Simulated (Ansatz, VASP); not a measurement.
**Ga3P4: VASP beside Ansatz**

```xyz
7
Lattice="0.0000 -5.5051 0.0000 0.0000 0.0000 5.5051 -5.5051 0.0000 0.0000" Properties=species:S:1:pos:R:3 pbc="T T T"
Ga   -5.5051   -2.7526    2.7526
Ga    0.0000    0.0000    0.0000
Ga   -2.7526   -2.7526    0.0000
P    -1.3860   -1.3665    1.3860
P    -4.1191   -4.1386    1.3860
P    -4.1191   -1.3665    4.1191
P    -1.3860   -4.1386    4.1191
```

Change from the starting cell: Ga vacancy (site a), charge +0, atoms relaxed at the host's cell.

Alike in both runs: functional PBE; k mesh 3 × 3 × 3; occupations gaussian, width 0.01 eV; collinear spin.

Ansatz relaxed the structure, and its values are those at the end. VASP's run is a single point on that final structure, the one shown.

```csv
,VASP,Ansatz
version,VASP 6.6.1,Ansatz 0.2.0
potentials or method,"VASP PAW PBE potentials, release 64 (Ga_d, P), cutoff 520 eV","scalar-relativistic, plane waves, PAW"
valence electrons in the cell,59,59
```

|  | VASP | Ansatz | Ansatz less VASP |
| --- | --- | --- | --- |
| gap on the k mesh at the Fermi level (eV) | none | none | - |
| rms of the force components (eV/Å) | 0.011 | 0.011 | -0.0004 |
| net moment per atom (μB) | 0.03 | 0.03 | 0.000 |

A gap of «none» marks a metal or a gap that the smearing closes.

The k mesh is coarse, so the values compare programs but aren't converged.
